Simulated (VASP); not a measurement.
# MnSi3 in VASP: notebook

Runs on MnSi3. Level: PBE. Tasks: single point, relaxation of cell and atoms.

Program: VASP 6.6.1. These are calculated values, not measurements. Logs are shortened: lines on timing, memory, paths and dates and some standing lists are left out, and cuts for length are marked.

## 1. The cell of the first run

Symmetry: Im-3, No. 204, cubic system. The conventional cell has a = 8.683 Å, b = 8.683 Å, c = 8.683 Å, α = 90.00°, β = 90.00°, γ = 90.00°. Within 2.9 Å of Mn (site symmetry -3) lie 6 Si at 2.18 Å. Within 2.9 Å of Si (site symmetry m) lie 2 Mn at 2.18 Å and 4 Si at 2.86 Å.

## 2. Single point, PBE, collinear spin, ferromagnetic start

INCAR reads:

```
PREC = Accurate
ENCUT = 500
EDIFF = 1E-6
ISMEAR = 0
SIGMA = 0.2
LREAL = F
LASPH = T
NELM = 200
ALGO = Normal
ISIF = 2
LWAVE = F
LCHARG = F
ISPIN = 2
MAGMOM = 4 4 4 4 0 0 0 0 0 0 0 0 0 0 0 0
LORBIT = 11
LMAXMIX = 4
GGA = PE
NBANDS = 68
GGA_COMPAT = F
```

KPOINTS reads:

```
regular mesh
0
Gamma
  3 3 3
```

POSCAR reads:

```
MnSi3
1.0
   -4.3416963344      4.3416963344      4.3416963344
    4.3416963344     -4.3416963344      4.3416963344
    4.3416963344      4.3416963344     -4.3416963344
Mn Si
4 12
Direct
    0.0000000000      0.5000000000      0.0000000000
    0.0000000000      0.0000000000      0.5000000000
    0.5000000000      0.0000000000      0.0000000000
    0.5000000000      0.5000000000      0.5000000000
    0.2323245937      0.7664649620      0.9987895557
    0.2335350380      0.4658596317      0.2323245937
    0.7676754063      0.7664649620      0.5341403683
    0.0012104443      0.7676754063      0.2335350380
    0.2335350380      0.0012104443      0.7676754063
    0.4658596317      0.2323245937      0.2335350380
    0.5341403683      0.7676754063      0.7664649620
    0.9987895557      0.2323245937      0.7664649620
    0.7664649620      0.9987895557      0.2323245937
    0.7676754063      0.2335350380      0.0012104443
    0.7664649620      0.5341403683      0.7676754063
    0.2323245937      0.2335350380      0.4658596317
```

Potentials or basis: VASP PAW PBE potentials, release 64 (Mn_pv, Si).

Started as:

```
> cat potpaw_PBE.64/Mn_pv/POTCAR potpaw_PBE.64/Si/POTCAR > POTCAR
> mpirun -np 1 vasp_std > vasp.out
```

OUTCAR:

```text
PREC = Accurate
   ENCUT = 500
   EDIFF = 1E-6
   ISMEAR = 0
   LREAL = F
   LASPH = T
   NELM = 200
   ISIF = 2
   ISPIN = 2
   LORBIT = 11
   GGA = PE

 ion  position               nearest neighbor table
   1  0.000  0.500  0.000-   5 2.18   6 2.18   8 2.18  12 2.18  14 2.18  15 2.18
   2  0.000  0.000  0.500-   7 2.18   8 2.18   9 2.18  12 2.18  13 2.18  16 2.18
   3  0.500  0.000  0.000-   5 2.18   9 2.18  10 2.18  11 2.18  13 2.18  14 2.18
   4  0.500  0.500  0.500-   6 2.18   7 2.18  10 2.18  11 2.18  15 2.18  16 2.18
   5  0.232  0.766  0.999-   1 2.18   3 2.18   8 2.86   9 2.86  10 2.86  15 2.86
   6  0.234  0.466  0.232-   1 2.18   4 2.18  10 2.86  12 2.86  16 2.86  14 2.86
[... 8 lines left out ...]
  15  0.766  0.534  0.768-   1 2.18   4 2.18   7 2.86   8 2.86  11 2.86   5 2.86
  16  0.232  0.234  0.466-   2 2.18   4 2.18   6 2.86   8 2.86  10 2.86  13 2.86

  LATTYP: Found a body centered cubic cell.
 ALAT       =     8.6833926688

  Lattice vectors:

 A1 = (  -4.3416963344,   4.3416963344,   4.3416963344)
 A2 = (   4.3416963344,  -4.3416963344,   4.3416963344)
 A3 = (   4.3416963344,   4.3416963344,  -4.3416963344)

Analysis of symmetry for initial positions (statically):
=====================================================================
 Subroutine PRICEL returns:
 Original cell was already a primitive cell.

 Routine SETGRP: Setting up the symmetry group for a
 body centered cubic supercell.

 Subroutine GETGRP returns: Found 24 space group operations
 (whereof 24 operations were pure point group operations)
 out of a pool of 48 trial point group operations.

The static configuration has the point symmetry T_h .

Analysis of symmetry for dynamics (positions and initial velocities):
=====================================================================
 Subroutine PRICEL returns:
 Original cell was already a primitive cell.

 Routine SETGRP: Setting up the symmetry group for a
 body centered cubic supercell.

 Subroutine GETGRP returns: Found 24 space group operations
 (whereof 24 operations were pure point group operations)
 out of a pool of 48 trial point group operations.

The dynamic configuration has the point symmetry T_h .

Analysis of structural, dynamic, and magnetic symmetry:
=====================================================================
 Subroutine PRICEL returns:
 Original cell was already a primitive cell.

 Routine SETGRP: Setting up the symmetry group for a
 body centered cubic supercell.

 Subroutine GETGRP returns: Found 24 space group operations
 (whereof 24 operations were pure point group operations)
 out of a pool of 48 trial point group operations.

The overall configuration has the point symmetry T_h .

 Subroutine INISYM returns: Found 24 space group operations
 (whereof 24 operations are pure point group operations),
 and found     1 'primitive' translations

----------------------------------------------------------------------------------------

                                     Primitive cell

  volume of cell :     327.3696

  direct lattice vectors                    reciprocal lattice vectors
    -4.341696334  4.341696334  4.341696334     0.000000000  0.115162361  0.115162361
     4.341696334 -4.341696334  4.341696334     0.115162361  0.000000000  0.115162361
     4.341696334  4.341696334 -4.341696334     0.115162361  0.115162361  0.000000000

  length of vectors
     7.520038642  7.520038642  7.520038642     0.162864173  0.162864173  0.162864173

  position of ions in fractional coordinates (direct lattice)
     0.000000000  0.500000000  0.000000000
     0.000000000  0.000000000  0.500000000
     0.500000000  0.000000000  0.000000000
     0.500000000  0.500000000  0.500000000
     0.232324594  0.766464962  0.998789556
     0.233535038  0.465859632  0.232324594
[... 8 lines left out ...]
     0.766464962  0.534140368  0.767675406
     0.232324594  0.233535038  0.465859632

  ion indices of the primitive-cell ions
   primitive index   ion index
                 1           1
                 2           2
                 3           3
                 4           4
[... 40 lines left out ...]
            Coordinates               Weight
  0.000000  0.000000  0.000000      1.000000
  0.333333  0.000000  0.000000     12.000000
  0.333333  0.333333  0.000000      8.000000
 -0.333333  0.333333  0.333333      6.000000
   k-points           NKPTS =      4   k-points in BZ     NKDIM =      4   number of bands    NBANDS=     68
   number of dos      NEDOS =    301   number of ions     NIONS =     16
   total plane-waves  NPLWV = 175616
   dimension x,y,z NGX =    56 NGY =   56 NGZ =   56
   dimension x,y,z NGXF=   112 NGYF=  112 NGZF=  112
   ions per type =               4  12
   NGX,Y,Z   is equivalent  to a cutoff of  12.38, 12.38, 12.38 a.u.
   NGXF,Y,Z  is equivalent  to a cutoff of  24.76, 24.76, 24.76 a.u.
 SYSTEM =  unknown system
   PREC   = accura    normal or accurate (medium, high low for compatibility)
   ISTART =      0    job   : 0-new  1-cont  2-samecut
   ICHARG =      2    charge: 1-file 2-atom 10-const
   ISPIN  =      2    spin polarized calculation?
   LNONCOLLINEAR =      F non collinear calculations
   LSORBIT =      F    spin-orbit coupling
   LASPH  =      T    aspherical Exc in radial PAW
   ENCUT  =  500.0 eV  36.75 Ry    6.06 a.u.  13.71 13.71 13.71*2*pi/ulx,y,z
   NELM   =    200;   NELMIN=  2; NELMDL= -5     # of ELM steps
   EDIFF  = 0.1E-05   stopping-criterion for ELM
   LREAL  =      F    real-space projection
[... 7 lines left out ...]
   TEBEG  =    0.0;   TEEND  =   0.0 temperature during run
   PSTRESS=    0.0 pullay stress
   NELECT =     100.0000    total number of electrons
   NUPDOWN=      -1.0000    fix difference up-down
   EMIN   =  10.00;   EMAX   =-10.00  energy-range for DOS
   EFERMI =   0.00;   METHOD = LEGACY
   ISMEAR =     0;   SIGMA  =   0.20  broadening in eV -4-tet -1-fermi 0-gaus
   EFERMI_NEDOS =   21; number of points for ismear=-14 and -15
   IALGO  =     38    algorithm
   IMIX   =      4    mixing-type and parameters
     AMIX     =   0.40;   BMIX     =  1.00
     AMIX_MAG =   1.60;   BMIX_MAG =  1.00
  volume/ion in A,a.u.               =      20.46       138.07
  Fermi-wavevector in a.u.,A,eV,Ry     =   1.102543  2.083503 16.539245  1.215600
  Thomas-Fermi vector in A             =   2.238987
   LORBIT       =     11    0 simple, 1 ext, 2 COOP (PROOUT), +10 PAW based schemes
   GGA     = PE    functional components
   LHFCALC =     F    Hartree Fock is set to
   AEXX    =    0.0000 exact exchange contribution
   IVDW    =     0    specifies the selected vdW correction
   LEPSILON=     F    determine dielectric tensor
   LRPA    =     F    only Hartree local field effects (RPA)
 spin polarized calculation
 Gauss-broadening in eV      SIGMA  =   0.20
  energy-cutoff  :      500.00
  volume of cell :      327.37
 maximum number of plane-waves:      8391
   NGX = 27   NGY = 27   NGZ = 27

 number of electron     100.0000000 magnetization      16.0000000

 number of electron     100.0000023 magnetization       0.0009077

 Free energy of the ion-electron system (eV)
  ---------------------------------------------------
  ext. energy  EPLUGINS =         0.00000000
  ---------------------------------------------------
  free energy    TOTEN  =       -96.82106167 eV

  energy without entropy =      -96.59542974  energy(sigma->0) =      -96.70824571

 E-fermi :   5.6547     XC(G=0):  -9.3016

 val. band max:        5.5858538579   @ k =   0.0000   0.0000   0.0000
 cond. band min:       5.6792644402   @ k =   0.3333   0.3333   0.0000
 fundamental gap:      0.0934105823
 Fermi energy:         5.6547416407

 spin component 1

 k-point     1 :       0.0000    0.0000    0.0000
  band No.  band energies     occupation
      1     -42.6683      1.00000
      2     -42.6683      1.00000
      3     -42.6683      1.00000
      4     -42.6661      1.00000
      5     -42.4625      1.00000
      6     -42.4625      1.00000
[... 249 lines left out ...]
     61       7.5440      0.00000
     62       7.5452      0.00000
 Fermi energy:         5.6547416407

 spin component 2

 k-point     1 :       0.0000    0.0000    0.0000
  band No.  band energies     occupation
      1     -42.6682      1.00000
      2     -42.6682      1.00000
      3     -42.6682      1.00000
      4     -42.6659      1.00000
      5     -42.4624      1.00000
      6     -42.4624      1.00000
[... 249 lines left out ...]
     61       7.5441      0.00000
     62       7.5453      0.00000
 [bands above 62 left out]

------------------------ aborting loop because EDIFF is reached ----------------------------------------

  FORCE on cell =-STRESS in cart. coord.  units (eV):
  Direction    XX          YY          ZZ          XY          YZ          ZX
  --------------------------------------------------------------------------------------
  -------------------------------------------------------------------------------------
  Total       -0.0991777     -0.0991777     -0.0991777      0.0000000     -0.0000000      0.0000000
  in kB       -0.4853850     -0.4853850     -0.4853850      0.0000000     -0.0000000      0.0000000
  external PRESSURE =      -0.4853850 kB  Pullay stress =       0.0000000 kB

 VOLUME and BASIS-vectors are now :
 -----------------------------------------------------------------------------
  energy-cutoff  :      500.00
  volume of cell :      327.37
      direct lattice vectors                 reciprocal lattice vectors
    -4.341696334  4.341696334  4.341696334     0.000000000  0.115162361  0.115162361
     4.341696334 -4.341696334  4.341696334     0.115162361  0.000000000  0.115162361
     4.341696334  4.341696334 -4.341696334     0.115162361  0.115162361  0.000000000

 POSITION                                       TOTAL-FORCE (eV/Angst)
 -----------------------------------------------------------------------------------
      2.17085     -2.17085      2.17085        -0.000000     -0.000000     -0.000000
      2.17085      2.17085     -2.17085        -0.000000     -0.000000     -0.000000
     -2.17085      2.17085      2.17085        -0.000000     -0.000000     -0.000000
      2.17085      2.17085      2.17085        -0.000000     -0.000000     -0.000000
      6.65552      2.01737     -0.00000         0.024241     -0.010922     -0.000000
      2.01737      0.00000      2.02788        -0.010922     -0.000000     -0.024241
[... 8 lines left out ...]
      2.32433      4.34170      2.31382         0.010922     -0.000000      0.024241
      2.02788      2.01737      0.00000        -0.024241     -0.010922     -0.000000
 -----------------------------------------------------------------------------------
    total drift:                                0.000000      0.000000     -0.000000

  FREE ENERGIE OF THE ION-ELECTRON SYSTEM (eV)
  ---------------------------------------------------
  free  energy   TOTEN  =       -96.8210616708 eV

  energy  without entropy=      -96.5954297396  energy(sigma->0) =      -96.70824571

 total charge

# of ion       s       p       d       tot
------------------------------------------
    1        0.425   6.522   5.521  12.468
    2        0.425   6.522   5.521  12.468
    3        0.425   6.522   5.521  12.468
    4        0.425   6.522   5.521  12.468
    5        0.826   0.765   0.000   1.590
    6        0.826   0.765   0.000   1.590
[... 8 lines left out ...]
   15        0.826   0.765   0.000   1.590
   16        0.826   0.765   0.000   1.590
--------------------------------------------------
tot         11.607  35.263  22.084  68.954

 magnetization (x)

# of ion       s       p       d       tot
------------------------------------------
    1        0.000  -0.000   0.000   0.000
    2        0.000  -0.000   0.000   0.000
    3        0.000  -0.000   0.000   0.000
    4        0.000  -0.000   0.000   0.000
    5        0.000   0.000   0.000   0.000
    6        0.000   0.000   0.000   0.000
[... 8 lines left out ...]
   15        0.000   0.000   0.000   0.000
   16        0.000   0.000   0.000   0.000
--------------------------------------------------
tot          0.000   0.000   0.001   0.001
```

It took 9.5 min on 1 thread of Oxide Virtual Turin-like, shared host; peak memory 0.55 GiB.

Results:

```yaml
Free_energy: -96.8211 eV
Pressure: 0.0 GPa
Largest_force: 0.027 eV/Å
Band_gap_on_the_k_mesh: zero (filled and empty bands overlap)
Net_moment: 0.00 μB per cell
Valence_electrons_inside_the_program's_atomic_spheres: Mn 12.47; Si 1.59
```

Forces in eV/Å, atoms in the order of the input:
```
Mn   0.000  0.000  0.000
Mn   0.000  0.000  0.000
Mn   0.000  0.000  0.000
Mn   0.000  0.000  0.000
Si   0.024 -0.011  0.000
Si  -0.011  0.000 -0.024
Si   0.024  0.011  0.000
Si   0.000 -0.024  0.011
Si   0.011  0.000 -0.024
Si   0.000 -0.024 -0.011
Si   0.000  0.024  0.011
Si   0.000  0.024 -0.011
Si  -0.011  0.000  0.024
Si  -0.024  0.011  0.000
Si   0.011  0.000  0.024
Si  -0.024 -0.011  0.000
```

Caveat: the moments typed at the start vanished in this run.

## 3. Relaxation of cell and atoms, PBE, collinear spin, ferromagnetic start

This run uses another cell than the first one: it holds 4 atoms, not 16.

INCAR reads:

```
SYSTEM = MnSi3
  PREC = Accurate
  ENCUT = 500
  EDIFF = 1E-7
  ISMEAR = 0
  SIGMA = 0.2
  LREAL = .FALSE.
  LASPH = .TRUE.
  NELM = 200
  ALGO = Normal
  ISIF = 3
  LWAVE = .FALSE.
  LCHARG = .FALSE.
  ISPIN = 2
  MAGMOM = 4 0 0 0
  LORBIT = 11
  LMAXMIX = 4
  GGA = PE
  IBRION = 2
  NSW = 36
  EDIFFG = -0.08
  GGA_COMPAT = .FALSE.
  NELMIN = 4
```

KPOINTS reads:

```
Automatic mesh
0
G
  6 6 6
  0 0 0
```

POSCAR reads:

```
MnSi3
1.0
   -2.3812901300      2.3812901300      2.4805506300
    2.3812901300     -2.3812901300      2.4805506300
    2.3812901300      2.3812901300     -2.4805506300
Mn Si
1 3
Direct
    0.0000000000      0.0000000000      0.0000000000
    0.5000000000      0.0000000000      0.5000000000
    0.0000000000      0.5000000000      0.5000000000
    0.5000000000      0.5000000000      0.0000000000
```

Potentials or basis: VASP PAW PBE potentials, release 64 (Mn_pv, Si).

Started as:

```
> cat potpaw_PBE.64/Mn_pv/POTCAR potpaw_PBE.64/Si/POTCAR > POTCAR
> mpirun -np 1 vasp_std > vasp.out
```

It took 9.4 min on 1 thread of Oxide Virtual Turin-like, shared host; peak memory 0.2 GiB.

The run converged. Its results:

* Free energy: -22.9412 eV
* Relaxed volume: 14.83 Å³/atom
* Relaxed cell: a = 4.255 Å, b = 4.255 Å, c = 4.255 Å, α = 109.47°, β = 109.47°, γ = 109.48°
* Space group after relaxing (to 0.1 Å): Im-3m (No. 229)
* Ionic steps: 8
* Pressure after relaxing: -0.2 GPa
* Net moment: 0.00 μB per cell
* Valence electrons inside the program's atomic spheres: Mn 11.78; Si 1.63

Stress tensor (GPa, compression positive):
```
-0.27  0.00  0.00
 0.00 -0.27  0.00
 0.00  0.00 -0.19
```

The path:
```csv
step,energy change (eV),largest force (eV/Å),pressure (GPa),volume (Å³)
1,0.0000,0.0000,16.27,56.26
2,0.7513,0.0000,-12.96,68.66
3,0.3863,0.0000,-6.11,62.71
4,0.3410,0.0000,-3.33,61.01
5,0.3300,0.0000,-1.08,59.81
6,0.3300,0.0000,-0.93,59.74
7,0.3119,0.0000,-0.38,59.37
8,0.3114,0.0000,-0.25,59.31
```

Final structure:
```
CELL_PARAMETERS angstrom
-2.45684 2.45684 2.45645
2.45684 -2.45684 2.45645
2.45684 2.45684 -2.45645
ATOMIC_POSITIONS crystal
Mn 0.00000 0.00000 0.00000
Si 0.50000 0.00000 0.50000
Si 0.00000 0.50000 0.50000
Si 0.50000 0.50000 0.00000
```

Levels at points of the mesh, in eV from the Fermi level:
Spin up:
```
           k point  band 8  band 9  band 10  band 11  band 12  band 13  band 14  band 15  band 16  band 17
(0.00, 0.00, 0.00)   -2.87   -2.87    -1.37    -1.37    -1.37     0.11     0.11     0.11     0.93     0.93
(0.50, 0.00, 0.00)   -3.40   -2.14    -1.81    -0.68    -0.24     0.70     0.77     1.53     2.15     2.50
(0.50, 0.50, 0.00)   -3.40   -2.14    -1.81    -0.68    -0.25     0.70     0.77     1.53     2.14     2.50
(0.50, 0.50, 0.50)   -5.77   -4.03    -0.42    -0.42    -0.42     0.31     0.31     2.77     2.77     2.77
```
Spin down:
```tsv
k point	band 9	band 10	band 11	band 12	band 13	band 14	band 15	band 16
(0.00, 0.00, 0.00)	-2.87	-1.36	-1.36	-1.36	0.11	0.11	0.11	0.93
(0.50, 0.00, 0.00)	-2.14	-1.81	-0.68	-0.24	0.70	0.77	1.53	2.15
(0.50, 0.50, 0.00)	-2.14	-1.81	-0.68	-0.24	0.70	0.77	1.53	2.14
(0.50, 0.50, 0.50)	-4.03	-0.42	-0.42	-0.42	0.31	0.31	2.77	2.77
```

Caveat: the moments typed at the start vanished in this run.

The gap in the log of VASP goes by the Fermi energy; the results here count the filled bands.